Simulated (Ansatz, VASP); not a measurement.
TiSb: VASP beside Ansatz

```xyz
4
Lattice="4.1033 0.0000 0.0000 -2.0516 3.5536 0.0000 0.0000 0.0000 6.4093" Properties=species:S:1:pos:R:3 pbc="T T T"
Ti    0.0000    0.0000    0.0000
Ti    0.0000    0.0000    3.2046
Sb    0.0000    2.3690    1.6023
Sb    2.0516    1.1845    4.8070
```

Change from the starting cell: zz strain of +2 %, PAW files.

Alike in both runs: task electric field gradients; functional LDA; k mesh 12 × 12 × 7; occupations fermi-dirac, width 0.03 eV; no spin polarisation.

|  | VASP | Ansatz |
| --- | --- | --- |
| version | VASP 6.6.1 | Ansatz 0.2.0 |
| potentials or method | VASP PAW LDA potentials, release 64 (Ti_sv, Sb) | PAW with Ansatz's default frozen-core files, scalar-relativistic |
| plane-wave cutoff (eV) | 520 | 420 |
| valence electrons in the cell | 34 | 54 |

VASP gave:

* pressure (GPa): -9.7
* traceless stress, the component that is largest in VASP (GPa): -1.03
* size of Vzz on the site where it differs most (V/Å²): 47.6

Which values does Ansatz return?

Pressure (GPa): -9.9; traceless stress, the component that is largest in VASP (GPa): -1.06; size of Vzz on the site where it differs most (V/Å²): 50.8.

LDA's correlation is that of Perdew and Zunger in VASP and of Perdew and Wang (1992) in Ansatz. VASP's potentials hold 34 valence electrons a cell and Ansatz's 54, so a difference there can come from the potentials and not from the codes.

Neither program's run includes spin-orbit coupling.
